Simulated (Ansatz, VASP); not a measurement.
**AlN: VASP beside Ansatz**

Contents of POSCAR:

```
AlN
1.0
   -0.0770983581      2.1951731109      2.1951731109
    2.1951731109     -0.0770983581      2.1951731109
    2.1951731109      2.1951731109     -0.0770983581
Al N
1 1
Direct
   -0.0019950247     -0.0019950247     -0.0019950247
    0.2519950247      0.2519950247      0.2519950247
```

The input INCAR.step1:

```
  ALGO = Normal
  EDIFF = 1E-4
  ENCUT = 520
  GGA = PE
  ISMEAR = 0
  LASPH = T
  LCHARG = F
  LREAL = F
  LWAVE = T
  NBANDS = 11
  NELM = 100
  PREC = Accurate
  SIGMA = 0.01
```

Contents of INCAR.step2:

```
  ALGO = Normal
  EDIFF = 1E-6
  ENCUT = 520
  ISIF = 2
  ISMEAR = 0
  ISTART = 1
  LASPH = T
  LCHARG = F
  LMIXTAU = T
  LREAL = F
  LWAVE = F
  METAGGA = R2SCAN
  NBANDS = 11
  NELM = 100
  PREC = Accurate
  SIGMA = 0.01
```

The input KPOINTS:

```
k-points
0
Gamma
  10 10 10
```

Input for Ansatz:

```yaml
crystal:
  lattice:
    - [-0.0770983581, 2.1951731109, 2.1951731109]
    - [2.1951731109, -0.0770983581, 2.1951731109]
    - [2.1951731109, 2.1951731109, -0.0770983581]
  atoms:
    - { symbol: Al, position: [-0.0019950247, -0.0019950247, -0.0019950247] }
    - { symbol: "N", position: [0.2519950247, 0.2519950247, 0.2519950247] }
kpoints:
  mp_grid: { grid: [10, 10, 10] }
  band_path:
    path:
      - [0.0, 0.0, 0.0]
      - [-0.5, -0.5, 0.0]
      - [-0.375, -0.375, 0.25]
      - [-0.375, 0.0, 0.375]
      - [0.0, 0.0, 0.5]
      - [-0.5, -0.25, 0.25]
      - [0.0, 0.5, 0.5]
    npoints: 1
hamiltonian:
  xc: r2scan
scf:
  occupations: { method: fixed }
  n_extra_bands: 4
output:
  forces: true
  stress: true
  eigenvalues: true
```

Change from the starting cell: epitaxial_111 strain +4.0%.

Alike in both runs: task single point; functional r2SCAN; k mesh 10 × 10 × 10; no spin polarisation.

|  | VASP | Ansatz |
| --- | --- | --- |
| version | VASP 6.6.1 | Ansatz 0.2.0 |
| potentials or method | VASP PAW PBE potentials, release 64 (Al, N) | plane waves, PAW |
| plane-wave cutoff (eV) | 520 | 500 |
| occupations | gaussian, width 0.01 eV | fixed |
| valence electrons in the cell | 8 | 8 |

|  | VASP | Ansatz | Ansatz less VASP |
| --- | --- | --- | --- |
| gap on the k mesh at the Fermi level (eV) | 3.59 | 3.60 | +0.007 |
| pressure (GPa) | -12.3 | -12.0 | +0.39 |
| traceless stress, the component that is largest in VASP (GPa) | 6.04 | 5.98 | -0.060 |

VASP's potentials were made for PBE, not for r2SCAN.
